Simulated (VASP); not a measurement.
A run of VASP 6.6.1 is set up as follows.

Contents of POSCAR:

```
SnTe
1.0
    0.0000000000      7.2223000000      7.2223000000
    7.2223000000      0.0000000000      7.2223000000
    7.2223000000      7.2223000000      0.0000000000
Sn Te
8 8
Direct
    0.0000000000      0.0000000000      0.0000000000
    0.0000000000      0.0000000000      0.5000000000
    0.0000000000      0.5000000000      0.0000000000
    0.0000000000      0.5000000000      0.5000000000
    0.5000000000      0.0000000000      0.0000000000
    0.5000000000      0.0000000000      0.5000000000
    0.5000000000      0.5000000000      0.0000000000
    0.5000000000      0.5000000000      0.5000000000
    0.3750000000      0.3750000000      0.3750000000
    0.3750000000      0.3750000000      0.8750000000
    0.3750000000      0.8750000000      0.3750000000
    0.3750000000      0.8750000000      0.8750000000
    0.8750000000      0.3750000000      0.3750000000
    0.8750000000      0.3750000000      0.8750000000
    0.8750000000      0.8750000000      0.3750000000
    0.8750000000      0.8750000000      0.8750000000
```

Contents of INCAR.step1:

```
SYSTEM = SnTe
PREC     = Accurate       ! precision mode
ENCUT    = 550            ! plane-wave cutoff, eV
ISMEAR   = -1             ! smearing method
SIGMA    = 0.05           ! smearing width, eV
LREAL    = .False.        ! projectors in reciprocal space
LASPH    = .True.         ! aspherical terms in the spheres
NELM     = 120            ! most SCF steps
NBANDS   = 94             ! bands
GGA      = PE             ! functional
ALGO     = Normal         ! electronic algorithm
EDIFF    = 1E-5           ! SCF threshold, eV
LWAVE    = .True.         ! write WAVECAR
LCHARG   = .False.        ! write CHGCAR
GGA_COMPAT= .False.
```

INCAR.step2

```
SYSTEM = SnTe
PREC     = Accurate       ! precision mode
ENCUT    = 550            ! plane-wave cutoff, eV
EDIFF    = 1E-6           ! SCF threshold, eV
ISMEAR   = -1             ! smearing method
SIGMA    = 0.05           ! smearing width, eV
LREAL    = .False.        ! projectors in reciprocal space
LASPH    = .True.         ! aspherical terms in the spheres
NELM     = 120            ! most SCF steps
ALGO     = Normal         ! electronic algorithm
ISIF     = 2              ! what is computed and relaxed
LWAVE    = .False.        ! write WAVECAR
LCHARG   = .False.        ! write CHGCAR
METAGGA  = R2SCAN         ! meta-GGA
LMIXTAU  = .True.       
NBANDS   = 94             ! bands
ISTART   = 1            
GGA_COMPAT= .False.
```

Contents of KPOINTS:

```
Automatic mesh
0
Gamma
  2 2 2
  0 0 0
```

Potentials or basis: VASP PAW PBE potentials, release 64 (Sn_d, Te).

Command:

```console
$ cat potpaw_PBE.64/Sn_d/POTCAR potpaw_PBE.64/Te/POTCAR > POTCAR
$ cp INCAR.step1 INCAR
$ mpirun -np 1 vasp_std > vasp.out
$ cp INCAR.step2 INCAR
$ mpirun -np 1 vasp_std > vasp.out
```

(1) Predict the pressure.

(2) Estimate the band gap on the k mesh.

Results:

(1) -0.8 GPa.

(2) 0.16 eV.

Caveat: semilocal functionals underestimate gaps, and a narrow one can read as zero; the PAW data sets were made with another functional, which shifts forces and pressure a little; spin-orbit coupling is left out, which moves the levels of the heavy elements.
